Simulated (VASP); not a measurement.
Wanted: the native input for a VASP 6.6.1 run.

* Task: single point
* Functional: PBE
* Potentials or basis: VASP PAW PBE potentials, release 64 (Ti_sv, B)
* Cutoff: 520 eV
* k mesh: 10 × 10 × 10
* Occupations: gaussian, width 0.1 eV
* Spin: collinear spin, ferromagnetic start
* Starting moments: [1.64, 0.0, 0.0, 0.0, 0.0, 0.0, 0.0] μB
* Dipole correction: no
* Further INCAR settings: ALGO = Normal; EDIFF = 1e-07; NBANDS = 28

The structure of TiB6 lies in POSCAR:

```
TiB6
1.0
    4.0779716033      0.0000000000      0.0000000000
    0.0000000000      4.0779716033      0.0000000000
    0.0000000000      0.0000000000      4.0779716033
Ti B
1 6
Direct
    0.0000000000      0.0000000000      0.0000000000
    0.8012204478      0.5000000000      0.5000000000
    0.1987795522      0.5000000000      0.5000000000
    0.5000000000      0.5000000000      0.8012204478
    0.5000000000      0.5000000000      0.1987795522
    0.5000000000      0.1987795522      0.5000000000
    0.5000000000      0.8012204478      0.5000000000
```

The input as run:

INCAR

```
SYSTEM = TiB6
  PREC = Accurate
  ENCUT = 520
  EDIFF = 1E-7
  ISMEAR = 0
  SIGMA = 0.1
  LREAL = .FALSE.
  LASPH = .TRUE.
  NELM = 150
  ALGO = Normal
  ISIF = 2
  LWAVE = .FALSE.
  LCHARG = .FALSE.
  ISPIN = 2
  MAGMOM = 1.64 0 0 0 0 0 0
  LORBIT = 11
  LMAXMIX = 4
  GGA = PE
  NBANDS = 28
```

KPOINTS

```
Automatic mesh
0
G
  10 10 10
  0 0 0
```

Potentials or basis: VASP PAW PBE potentials, release 64 (Ti_sv, B).

Launch:

```sh
$ cat potpaw_PBE.64/Ti_sv/POTCAR potpaw_PBE.64/B/POTCAR > POTCAR
$ mpirun -np 1 vasp_std > vasp.out
```

Results of the run:

| Quantity | Value |
| --- | --- |
| Pressure | 0.1 GPa |
| Largest force | 0.023 eV/Å |
| Net moment | -1.79 μB per cell |
| Site moments | Ti -1.48; B +0.00 μB |
| Valence electrons inside the program's atomic spheres | Ti 9.96; B 2.10 |

It took 2 min on 1 thread of Intel(R) Xeon(R) Platinum 8559C (Emerald Rapids), with other jobs on the host, peak memory 0.28 GiB.
